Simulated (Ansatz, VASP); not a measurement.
## MgS: VASP beside Ansatz

```
Mg S
1.0
     0.00000    2.60165    2.49758
     2.60165    0.00000    2.49758
     2.60165    2.60165    0.00000
Mg S
1 1
Direct
  0.00000 0.00000 0.00000
  0.50000 0.50000 0.50000
```

Change from the starting cell: strain +0.000 along x and y, -0.040 along z, atoms carried along.

Alike in both runs: task single point; functional r2SCAN; k mesh 8 × 8 × 8; occupations gaussian, width 0.05 eV; no spin polarisation.

|  | VASP | Ansatz |
| --- | --- | --- |
| version | VASP 6.6.1 | Ansatz 0.2.0 |
| potentials or method | VASP PAW PBE potentials, release 64 (Mg, S), cutoff 520 eV | scalar-relativistic, plane waves, PAW |
| valence electrons in the cell | 8 | 16 |

```tsv
	VASP	Ansatz	Ansatz less VASP
gap on the k mesh at the Fermi level (eV)	3.32	3.35	+0.027
least direct gap on the mesh (eV)	4.90	4.93	+0.024
pressure (GPa)	3.4	3.8	+0.49
traceless stress, the component that is largest in VASP (GPa)	3.82	3.86	+0.045
```

VASP's potentials were made for PBE, not for r2SCAN. With one functional, cell and mesh, what is left measures potentials, basis and numerics. VASP's potentials hold 8 valence electrons a cell and Ansatz's 16, so a difference there can come from the potentials and not from the codes.
